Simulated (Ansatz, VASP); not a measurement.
# Ir3C: VASP beside Ansatz

File INCAR:

```
SYSTEM = Ir3C
ALGO = Normal
DIPOL = 0.5 0.5 0.341
EDIFF = 1E-6
ENCUT = 520
GGA = CA
IDIPOL = 3
ISIF = 2
ISMEAR = 0
ISPIN = 2
LASPH = .TRUE.
LCHARG = .FALSE.
LDIPOL = .TRUE.
LMAXMIX = 4
LORBIT = 11
LREAL = .FALSE.
LWAVE = .FALSE.
MAGMOM = 0 0 0 2
NBANDS = 28
NELM = 150
PREC = Accurate
SIGMA = 0.1
```

KPOINTS

```
k-points
0
G
  12 12 1
  0 0 0
```

Contents of POSCAR:

```
Ir3C
1.0
    2.6946510889      0.0000000000      0.0000000000
   -1.3473255444      2.3336362973      0.0000000000
    0.0000000000      0.0000000000     21.2769546740
Ir C
3 1
Direct
    0.6666666667      0.3333333333      0.1879968286
    0.3333333333      0.6666666667      0.2885049938
    0.0000000000      0.0000000000      0.3890103072
    0.0000000000      0.0000000000      0.4985184598
```

Input for Ansatz:

```yaml
crystal:
  lattice:
    - [2.6946510889, 0.0, 0.0]
    - [-1.3473255444, 2.3336362973, 0.0]
    - [0.0, 0.0, 21.276954674]
  atoms:
    - { symbol: Ir, position: [0.6666666667, 0.3333333333, 0.1879968286] }
    - { symbol: Ir, position: [0.3333333333, 0.6666666667, 0.2885049938] }
    - { symbol: Ir, position: [0.0, 0.0, 0.3890103072] }
    - { symbol: C, position: [0.0, 0.0, 0.4985184598], spin: 2.0 }
basis:
  ecutwfc: 420
kpoints:
  mp_grid: { grid: [12, 12, 1] }
hamiltonian:
  xc: lda
  pseudopotentials: { kind: paw, azcp: { folder: soft_1 } }
scf:
  occupations: { method: gaussian, width: 0.1 }
output:
  forces: true
  eigenvalues: true
  populations: true
magnetization:
  spin_polarized: true
efield:
  axis: 3
  dipole_correction: true
  ramp_width: 0.04
```

Alike in both runs: task single point; functional LDA; k mesh 12 × 12 × 1; occupations gaussian, width 0.1 eV; collinear spin.

```csv
,VASP,Ansatz
version,VASP 6.6.1,Ansatz 0.2.0
potentials or method,"VASP PAW LDA potentials, release 64 (Ir, C), cutoff 520 eV","scalar-relativistic, plane waves, PAW"
valence electrons in the cell,31,55
```

VASP gave:

```
gap on the k mesh at the Fermi level (eV) : none
rms of the force components (eV/Å)        : 1.161
net moment per atom (μB)                  : 0.00
```

Task: Which values does Ansatz return?

Result: gap on the k mesh at the Fermi level (eV): none; rms of the force components (eV/Å): 1.143; net moment per atom (μB): 0.00.

Ansatz warns that its potentials were made for another functional, while VASP's fit it. LDA's correlation is that of Perdew and Zunger in VASP and of Perdew and Wang (1992) in Ansatz. Atom by atom the forces differ by 0.048 eV/Å (rms over components). A gap of «none» marks a metal or a gap that the smearing closes. VASP's potentials hold 31 valence electrons a cell and Ansatz's 55, so a difference there can come from the potentials and not from the codes. Ansatz's warnings: seeded moment not kept.

Spin-orbit coupling is off throughout.
